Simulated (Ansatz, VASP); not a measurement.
# Li2S: VASP beside Ansatz

The input POSCAR:

```
Li2S
1.0
    0.0000000000      2.8445000000      2.8445000000
    2.8445000000      0.0000000000      2.8445000000
    2.8445000000      2.8445000000      0.0000000000
Li S
2 1
Direct
    0.2500000000      0.2500000000      0.2500000000
    0.7500000000      0.7500000000      0.7500000000
    0.0000000000      0.0000000000      0.0000000000
```

The input INCAR.step1:

```
SYSTEM = Li2S
ALGO = Normal
EDIFF = 1E-5
ENCUT = 830
GGA = PE
GGA_COMPAT = .FALSE.
ISMEAR = 0
LASPH = .TRUE.
LCHARG = .FALSE.
LREAL = .FALSE.
LWAVE = .TRUE.
NBANDS = 13
NELM = 120
PREC = Accurate
SIGMA = 0.02
```

File INCAR.step2:

```
SYSTEM = Li2S
ALGO = Normal
EDIFF = 1E-6
ENCUT = 830
GGA_COMPAT = .FALSE.
ISIF = 2
ISMEAR = 0
ISTART = 1
LASPH = .TRUE.
LCHARG = .FALSE.
LMIXTAU = .TRUE.
LREAL = .FALSE.
LWAVE = .FALSE.
METAGGA = R2SCAN
NBANDS = 13
NELM = 120
PREC = Accurate
SIGMA = 0.02
```

Contents of KPOINTS:

```
k-points
0
G
  8 8 8
  0 0 0
```

Input for Ansatz:

```yaml
crystal:
  lattice:
    - [0.0, 2.8445, 2.8445]
    - [2.8445, 0.0, 2.8445]
    - [2.8445, 2.8445, 0.0]
  atoms:
    - { symbol: Li, position: [0.25, 0.25, 0.25] }
    - { symbol: Li, position: [0.75, 0.75, 0.75] }
    - { symbol: S, position: [0.0, 0.0, 0.0] }
basis:
  ecutwfc: 500
kpoints:
  mp_grid: { grid: [8, 8, 8] }
  band_path:
    path:
      - [[0.0, 0.0, 0.0], [0.5, 0.0, 0.5], [0.625, 0.25, 0.625]]
      - [[0.375, 0.375, 0.75], [0.0, 0.0, 0.0], [0.5, 0.5, 0.5], [0.5, 0.25, 0.75], [0.5, 0.0, 0.5]]
    npoints: 14
hamiltonian:
  xc: r2scan
scf:
  occupations: { method: gaussian, width: 0.02 }
  n_extra_bands: 7
output:
  forces: true
  stress: true
  eigenvalues: true
  populations: true
  dos: { projected: true, de: 0.02, nscf_kmesh: { grid: [12, 12, 12] } }
  bader: true
```

Alike in both runs: task single point; functional r2SCAN; k mesh 8 × 8 × 8; occupations gaussian, width 0.02 eV; no spin polarisation.

|  | VASP | Ansatz |
| --- | --- | --- |
| version | VASP 6.6.1 | Ansatz 0.2.0 |
| potentials or method | VASP PAW PBE potentials, release 64 (Li_sv, S), cutoff 830 eV | scalar-relativistic, plane waves, PAW |
| valence electrons in the cell | 12 | 12 |

VASP gave:

| Property | Result |
| --- | --- |
| gap on the k mesh at the Fermi level (eV) | 3.86 |
| least direct gap on the mesh (eV) | 5.06 |
| pressure (GPa) | -0.2 |

Problem. Which values does Ansatz return?

Solution. gap on the k mesh at the Fermi level (eV): 3.87; least direct gap on the mesh (eV): 4.96; pressure (GPa): 0.0.

VASP's potentials were made for PBE, not for r2SCAN.
